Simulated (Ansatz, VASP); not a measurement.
# Ir: VASP beside Ansatz

```
Ir
1.0
     0.00000    1.89090    1.97729
     1.89090    0.00000    1.97729
     1.89090    1.89090    0.00000
Ir
1
Direct
  0.00000 0.00000 0.00000
```

Change from the starting cell: strain -0.015 along x and y, +0.030 along z, atoms carried along.

Alike in both runs: task single point; functional PBEsol; k mesh 22 × 22 × 22; occupations gaussian, width 0.15 eV; no spin polarisation.

|  | VASP | Ansatz |
| --- | --- | --- |
| version | VASP 6.6.1 | Ansatz 0.2.0 |
| potentials or method | VASP PAW PBE potentials, release 64 (Ir), cutoff 520 eV | scalar-relativistic, plane waves, PAW |
| valence electrons in the cell | 9 | 17 |

```tsv
	VASP	Ansatz	Ansatz less VASP
gap on the k mesh at the Fermi level (eV)	none	none	-
pressure (GPa)	-0.9	-1.8	-0.95
traceless stress, the component that is largest in VASP (GPa)	-11.43	-11.46	-0.029
```

VASP's potentials were made for PBE, not for PBEsol. A gap of «none» marks a metal or a gap that the smearing closes. With one functional, cell and mesh, what is left measures potentials, basis and numerics. VASP's potentials hold 9 valence electrons a cell and Ansatz's 17, so a difference there can come from the potentials and not from the codes.

Neither program's run includes spin-orbit coupling.
